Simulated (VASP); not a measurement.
**InAs: single point with BLYP**

The system is InAs.

```
In As
1.0
     0.00000    3.01800    3.01800
     3.01800    0.00000    3.01800
     3.01800    3.01800    0.00000
In As
1 1
Direct
  0.00000 0.00000 0.00000
  0.75000 0.75000 0.75000
```

```json
{
 "Program": "VASP 6.6.1",
 "Task": "single point",
 "Functional": "BLYP",
 "Potentials or basis": "VASP PAW PBE potentials, release 64 (In_d, As)",
 "Cutoff": "520 eV",
 "k mesh": "8 × 8 × 8",
 "Occupations": "fermi-dirac, width 0.05 eV",
 "Spin": "no spin polarisation"
}
```

- Pressure: 7.6 GPa
- Band gap on the k mesh: zero (filled and empty bands touch)

Levels at points of the mesh, in eV from the Fermi level:
```
           k point  band 6  band 7  band 8  band 9  band 10  band 11  band 12  band 13
(0.00, 0.00, 0.00)  -11.97   -0.31   -0.05   -0.05    -0.05     3.87     3.87     3.87
(0.50, 0.00, 0.00)  -10.50   -5.83   -1.04   -1.04     0.90     4.68     4.68     6.99
(0.50, 0.50, 0.00)   -9.96   -5.93   -2.37   -2.37     1.62     2.08     9.19     9.19
```

Run time: 77 s on 1 thread of AMD EPYC 7R13, on a shared host, peak memory 0.15 GiB.

Caveat: the PAW data sets were made with another functional, which shifts forces and pressure a little; spin-orbit coupling is left out, which moves the levels of the heavy elements.
